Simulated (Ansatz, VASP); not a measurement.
Two plane-wave programs on NaI

INCAR

```
ALGO = Normal ; EDIFF = 1E-7
ENCUT = 520 ; GGA = PE
ISIF = 2 ; ISMEAR = 0
LASPH = T ; LCHARG = F
LREAL = F ; LWAVE = F
NBANDS = 22 ; NELM = 80
PREC = Accurate ; SIGMA = 0.1
```

KPOINTS

```
k-points
0
Gamma
  2 2 2
```

POSCAR

```
NaI
1.0
   -2.5064997535      2.5064997535      9.4665453410
    2.5064997535     -2.5064997535      9.4665453410
    2.5064997535      2.5064997535     -9.4665453410
Na I
2 2
Direct
    0.2500000000      0.7500000000      0.5000000000
    0.5000000000      0.5000000000      0.0000000000
    0.7500000000      0.2500000000      0.5000000000
    0.0000000000      0.0000000000      0.0000000000
```

Input for Ansatz:

```yaml
crystal:
  lattice:
    - [-2.5064997535, 2.5064997535, 9.466545341]
    - [2.5064997535, -2.5064997535, 9.466545341]
    - [2.5064997535, 2.5064997535, -9.466545341]
  atoms:
    - { symbol: Na, position: [0.25, 0.75, 0.5] }
    - { symbol: Na, position: [0.5, 0.5, 0.0] }
    - { symbol: I, position: [0.75, 0.25, 0.5] }
    - { symbol: I, position: [0.0, 0.0, 0.0] }
basis:
  ecutwfc: 420
  xc_grid: 2
kpoints:
  mp_grid: { grid: [2, 2, 2] }
hamiltonian:
  xc: pbe
scf:
  occupations: { method: gaussian, width: 0.1 }
  mixing: { algorithm: msr1, ndim: 12, preconditioner: local_kerker }
  max_iter: 66
output:
  forces: true
  stress: true
  eigenvalues: true
```

Alike in both runs: task single point; functional PBE; k mesh 2 × 2 × 2; occupations gaussian, width 0.1 eV; no spin polarisation.

|  | VASP | Ansatz |
| --- | --- | --- |
| version | VASP 6.6.1 | Ansatz 0.2.0 |
| potentials or method | VASP PAW PBE potentials, release 64 (Na_pv, I), cutoff 520 eV | scalar-relativistic, plane waves, PAW |
| valence electrons in the cell | 28 | 52 |

|  | VASP | Ansatz | Ansatz less VASP |
| --- | --- | --- | --- |
| gap on the k mesh at the Fermi level (eV) | 2.54 | 2.54 | 0.000 |
| least direct gap on the mesh (eV) | 2.54 | 2.54 | 0.000 |
| pressure (GPa) | -1.6 | -1.6 | 0.00 |
| traceless stress, the component that is largest in VASP (GPa) | 1.42 | 1.42 | -0.003 |

The functional is the same, so the differences come from potentials, cutoffs and numerics. VASP's potentials hold 28 valence electrons a cell and Ansatz's 52, so a difference there can come from the potentials and not from the codes.

The k mesh is coarse, so the values compare programs but aren't converged. Spin-orbit coupling is off throughout.
